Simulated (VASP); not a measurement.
# SnO2 (I4_1/amd) in VASP: further runs, part 2 of 2

VASP 6.6.1. Earlier steps stand in the parts before.

### 6 Single point, PBE (volume scaled by 1.03, then relaxed in part)

File INCAR:

```
PREC     = Accurate       # precision mode
ENCUT    = 520            # plane-wave cutoff, eV
EDIFF    = 1E-6           # SCF threshold, eV
ISMEAR   = 0              # smearing method
SIGMA    = 0.02           # smearing width, eV
LREAL    = F              # projectors in reciprocal space
LASPH    = T              # aspherical terms in the spheres
NELM     = 80             # most SCF steps
ALGO     = Normal         # electronic algorithm
ISIF     = 2              # what is computed and relaxed
LWAVE    = F              # write WAVECAR
LCHARG   = F              # write CHGCAR
GGA      = PE             # functional
NBANDS   = 35             # bands
```

File KPOINTS:

```
Automatic mesh
0
Gamma
  10 10 10
```

File POSCAR:

```
SnO2
1.0
   -2.0447242958      2.0447242958      5.2402371635
    2.0447242958     -2.0447242958      5.2402371635
    2.0447242958      2.0447242958     -5.2402371635
Sn O
2 4
Direct
    0.7500000000      0.2500000000      0.5000000000
    0.0000000000      0.0000000000      0.0000000000
    0.7989217979      0.7989217979      0.0000000000
    0.9510782021      0.4510782021      0.5000000000
    0.2010782021      0.2010782021      0.0000000000
    0.5489217979      0.0489217979      0.5000000000
```

Potentials or basis: VASP PAW PBE potentials, release 64 (Sn_d, O).

Launch:

```
> cat potpaw_PBE.64/Sn_d/POTCAR potpaw_PBE.64/O/POTCAR > POTCAR
> mpirun -np 1 vasp_std > vasp.out
```

OUTCAR:

```text
PREC = Accurate
   ENCUT = 520
   EDIFF = 1E-6
   ISMEAR = 0
   LREAL = F
   LASPH = T
   NELM = 80
   ISIF = 2
   GGA = PE

 ion  position               nearest neighbor table
   1  0.750  0.250  0.500-   4 2.11   6 2.11   5 2.11   3 2.11   3 2.11   5 2.11   2 3.32   2 3.32
                             2 3.32   2 3.32
   2  0.000  0.000  0.000-   3 2.11   5 2.11   4 2.11   6 2.11   6 2.11   4 2.11   1 3.32   1 3.32
                             1 3.32   1 3.32
   3  0.799  0.799  0.000-   2 2.11   1 2.11   1 2.11
   4  0.951  0.451  0.500-   1 2.11   2 2.11   2 2.11
   5  0.201  0.201  0.000-   2 2.11   1 2.11   1 2.11
   6  0.549  0.049  0.500-   1 2.11   2 2.11   2 2.11

  LATTYP: Found a body centered tetragonal cell.
 ALAT       =     4.0894485916
 C/A-ratio  =     2.5628086751

  Lattice vectors:

 A1 = (  -2.0447242958,   2.0447242958,   5.2402371635)
 A2 = (   2.0447242958,  -2.0447242958,   5.2402371635)
 A3 = (   2.0447242958,   2.0447242958,  -5.2402371635)

Analysis of symmetry for initial positions (statically):
=====================================================================
 Subroutine PRICEL returns:
 Original cell was already a primitive cell.

 Routine SETGRP: Setting up the symmetry group for a
 body centered tetragonal supercell.

 Subroutine GETGRP returns: Found 16 space group operations
 (whereof  8 operations were pure point group operations)
 out of a pool of 16 trial point group operations.

The static configuration has the point symmetry D_2d.
 The point group associated with its full space group is D_4h.

Analysis of symmetry for dynamics (positions and initial velocities):
=====================================================================
 Subroutine PRICEL returns:
 Original cell was already a primitive cell.

 Routine SETGRP: Setting up the symmetry group for a
 body centered tetragonal supercell.

 Subroutine GETGRP returns: Found 16 space group operations
 (whereof  8 operations were pure point group operations)
 out of a pool of 16 trial point group operations.

The dynamic configuration has the point symmetry D_2d.
 The point group associated with its full space group is D_4h.

 Subroutine INISYM returns: Found 16 space group operations
 (whereof  8 operations are pure point group operations),
 and found     1 'primitive' translations

----------------------------------------------------------------------------------------

                                     Primitive cell

  volume of cell :      87.6356

  direct lattice vectors                    reciprocal lattice vectors
    -2.044724296  2.044724296  5.240237163     0.000000000  0.244531745  0.095415529
     2.044724296 -2.044724296  5.240237163     0.244531745  0.000000000  0.095415529
     2.044724296  2.044724296 -5.240237163     0.244531745  0.244531745  0.000000000

  length of vectors
     5.985138296  5.985138296  5.985138296     0.262487900  0.262487900  0.345820110

  position of ions in fractional coordinates (direct lattice)
     0.750000000  0.250000000  0.500000000
     0.000000000  0.000000000  0.000000000
     0.798921798  0.798921798  0.000000000
[... 40 lines left out ...]
            Coordinates               Weight
  0.000000  0.000000  0.000000      1.000000
  0.100000  0.000000  0.000000      8.000000
  0.200000  0.000000  0.000000      8.000000
  0.300000  0.000000  0.000000      8.000000
  0.400000 -0.000000  0.000000      8.000000
  0.500000  0.000000  0.000000      4.000000
[... 16 lines left out ...]
  0.300000  0.300000  0.000000      8.000000
  0.400000  0.300000  0.000000     16.000000
 [... further k-points ...]
   k-points           NKPTS =    102   k-points in BZ     NKDIM =    102   number of bands    NBANDS=     35
   number of dos      NEDOS =    301   number of ions     NIONS =      6
   total plane-waves  NPLWV = 110592
   dimension x,y,z NGX =    48 NGY =   48 NGZ =   48
   dimension x,y,z NGXF=    96 NGYF=   96 NGZF=   96
   ions per type =               2   4
   NGX,Y,Z   is equivalent  to a cutoff of  13.33, 13.33, 13.33 a.u.
   NGXF,Y,Z  is equivalent  to a cutoff of  26.67, 26.67, 26.67 a.u.
 SYSTEM =  unknown system
   PREC   = accura    normal or accurate (medium, high low for compatibility)
   ISTART =      0    job   : 0-new  1-cont  2-samecut
   ICHARG =      2    charge: 1-file 2-atom 10-const
   ISPIN  =      1    spin polarized calculation?
   LNONCOLLINEAR =      F non collinear calculations
   LSORBIT =      F    spin-orbit coupling
   LASPH  =      T    aspherical Exc in radial PAW
   ENCUT  =  520.0 eV  38.22 Ry    6.18 a.u.  11.13 11.13 11.13*2*pi/ulx,y,z
   NELM   =     80;   NELMIN=  2; NELMDL= -5     # of ELM steps
   EDIFF  = 0.1E-05   stopping-criterion for ELM
   LREAL  =      F    real-space projection
   EDIFFG = 0.1E-04   stopping-criterion for IOM
   NSW    =      0    number of steps for IOM
   IBRION =     -1    ionic relax: 0-MD 1-quasi-New 2-CG
   NFREE  =      0    steps in history (QN), initial steepest desc. (CG)
   ISIF   =      2    stress and relaxation
   ISYM   =      2    0-nonsym 1-usesym 2-fastsym
   POTIM  = 0.5000    time-step for ionic-motion
   TEBEG  =    0.0;   TEEND  =   0.0 temperature during run
   PSTRESS=    0.0 pullay stress
   NELECT =      52.0000    total number of electrons
   NUPDOWN=      -1.0000    fix difference up-down
   EMIN   =  10.00;   EMAX   =-10.00  energy-range for DOS
   EFERMI =   0.00;   METHOD = LEGACY
   ISMEAR =     0;   SIGMA  =   0.02  broadening in eV -4-tet -1-fermi 0-gaus
   EFERMI_NEDOS =   21; number of points for ismear=-14 and -15
   IALGO  =     38    algorithm
   IMIX   =      4    mixing-type and parameters
     AMIX     =   0.40;   BMIX     =  1.00
     AMIX_MAG =   1.60;   BMIX_MAG =  1.00
  volume/ion in A,a.u.               =      14.61        98.57
  Fermi-wavevector in a.u.,A,eV,Ry     =   1.375675  2.599649 25.748771  1.892481
  Thomas-Fermi vector in A             =   2.500989
   LORBIT       =      0    0 simple, 1 ext, 2 COOP (PROOUT), +10 PAW based schemes
   GGA     = PE    functional components
   LHFCALC =     F    Hartree Fock is set to
   AEXX    =    0.0000 exact exchange contribution
   IVDW    =     0    specifies the selected vdW correction
   LEPSILON=     F    determine dielectric tensor
   LRPA    =     F    only Hartree local field effects (RPA)
 non-spin polarized calculation
 Gauss-broadening in eV      SIGMA  =   0.02
  energy-cutoff  :      520.00
  volume of cell :       87.64
 maximum number of plane-waves:      2382
 NGX is ok and might be reduce to    48
   NGX = 23   NGY = 23   NGZ = 23

 number of electron      51.9999996 magnetization

 Free energy of the ion-electron system (eV)
  ---------------------------------------------------
  ext. energy  EPLUGINS =         0.00000000
  ---------------------------------------------------
  free energy    TOTEN  =       -36.94844345 eV

  energy without entropy =      -36.94844345  energy(sigma->0) =      -36.94844345

 E-fermi :   3.5121     XC(G=0):  -9.9507

 val. band max:        3.3845521829   @ k =  -0.4000   0.4000   0.0000
 cond. band min:       4.4482272668   @ k =   0.0000   0.0000   0.0000
 fundamental gap:      1.0636750838
 Fermi energy:         3.5121045605

 k-point     1 :       0.0000    0.0000    0.0000
  band No.  band energies     occupation
      1     -16.9722      2.00000
      2     -16.9383      2.00000
      3     -16.8387      2.00000
      4     -16.4233      2.00000
      5     -16.3427      2.00000
      6     -16.3427      2.00000
[... 901 lines left out ...]
     34      14.3537      0.00000
     35      15.6573      0.00000

 [... further k-points ...]

------------------------ aborting loop because EDIFF is reached ----------------------------------------

  FORCE on cell =-STRESS in cart. coord.  units (eV):
  Direction    XX          YY          ZZ          XY          YZ          ZX
  --------------------------------------------------------------------------------------
  -------------------------------------------------------------------------------------
  Total       -1.8661025     -1.8661025     -1.7373539      0.0000000      0.0000000      0.0000000
  in kB      -34.1165906    -34.1165906    -31.7627740      0.0000000      0.0000000      0.0000000
  external PRESSURE =     -33.3319850 kB  Pullay stress =       0.0000000 kB

 VOLUME and BASIS-vectors are now :
 -----------------------------------------------------------------------------
  energy-cutoff  :      520.00
  volume of cell :       87.64
      direct lattice vectors                 reciprocal lattice vectors
    -2.044724296  2.044724296  5.240237163     0.000000000  0.244531745  0.095415529
     2.044724296 -2.044724296  5.240237163     0.244531745  0.000000000  0.095415529
     2.044724296  2.044724296 -5.240237163     0.244531745  0.244531745  0.000000000

 POSITION                                       TOTAL-FORCE (eV/Angst)
 -----------------------------------------------------------------------------------
      0.00000      2.04472      2.62012         0.000000      0.000000      0.000000
      0.00000      0.00000      0.00000         0.000000      0.000000      0.000000
      0.00000      0.00000      8.37308        -0.000000     -0.000000     -0.025052
      0.00000      2.04472      4.72751        -0.000000     -0.000000      0.025052
      0.00000      0.00000      2.10739         0.000000      0.000000      0.025052
      0.00000      2.04472      0.51272        -0.000000     -0.000000     -0.025052
 -----------------------------------------------------------------------------------
    total drift:                                0.000000      0.000000     -0.000000

  FREE ENERGIE OF THE ION-ELECTRON SYSTEM (eV)
  ---------------------------------------------------
  free  energy   TOTEN  =       -36.9484434481 eV

  energy  without entropy=      -36.9484434481  energy(sigma->0) =      -36.94844345
```

Wall time 5.2 min (1 thread of AMD EPYC 9R45 (Zen 5), shared host); peak memory 0.44 GiB.

What came out:

```
Free energy            : -36.9484 eV
Pressure               : -3.3 GPa
Largest force          : 0.025 eV/Å
Band gap on the k mesh : 1.06 eV, indirect (least direct gap 1.36 eV)
```

Forces in eV/Å, atoms in the order of the input:
```
Sn   0.000  0.000  0.000
Sn   0.000  0.000  0.000
O    0.000  0.000 -0.025
O    0.000  0.000  0.025
O    0.000  0.000  0.025
O    0.000  0.000 -0.025
```

Stress tensor (GPa, compression positive):
```
-3.41  0.00  0.00
 0.00 -3.41  0.00
 0.00  0.00 -3.18
```

Levels at points of the mesh, in eV from the valence-band top:
| k point | band 22 | band 23 | band 24 | band 25 | band 26 | band 27 | band 28 | band 29 | band 30 | band 31 |
| --- | --- | --- | --- | --- | --- | --- | --- | --- | --- | --- |
| (0.00, 0.00, 0.00) | -1.08 | -0.60 | -0.60 | -0.29 | -0.29 | 1.06 | 5.08 | 9.17 | 9.40 | 9.55 |
| (0.50, 0.00, 0.00) | -1.05 | -0.68 | -0.68 | -0.48 | -0.38 | 4.29 | 5.64 | 7.58 | 8.16 | 9.73 |
| (0.50, 0.50, 0.00) | -0.91 | -0.78 | -0.78 | -0.06 | -0.06 | 6.54 | 6.54 | 7.33 | 7.33 | 8.17 |
| (0.50, 0.50, 0.50) | -2.48 | -0.95 | -0.95 | -0.21 | -0.21 | 3.74 | 3.74 | 7.52 | 7.52 | 11.34 |

Caveat: spin-orbit coupling is left out, which moves the levels of the heavy elements.

### 7 Summary

```csv
task,cell,cutoff (eV),gap on the mesh (eV),pressure (GPa),largest force (eV/Å)
relaxation of cell and atoms,"relaxed from a = 5.853 Å, angles 140.0, 140.0, 57.8°, 6 atoms",600,1.28,0.0,-
relaxation of shape and atoms at fixed volume,"relaxed from a = 5.861 Å, angles 140.0, 140.0, 57.9°, 6 atoms",600,1.57,4.9,0.01
single point,"a = 5.847 Å, angles 139.8, 139.8, 58.2°, 6 atoms",520,1.58,5.1,0.03
single point,"a = 5.921 Å, angles 140.0, 140.0, 57.9°, 6 atoms",520,1.31,0.5,0.03
single point,"a = 5.985 Å, angles 140.0, 140.0, 57.8°, 6 atoms",520,1.06,-3.3,0.03
```

Alike in all rows: level PBE; potentials or basis VASP PAW PBE potentials, release 64 (Sn_d, O); no spin polarisation; k mesh 10 × 10 × 10; smearing gaussian 0.02 eV.

Caveats: spin-orbit coupling is left out, which moves the levels of the heavy elements.

Total energies depend on the potentials used, so only differences within one code and one set of settings carry meaning.
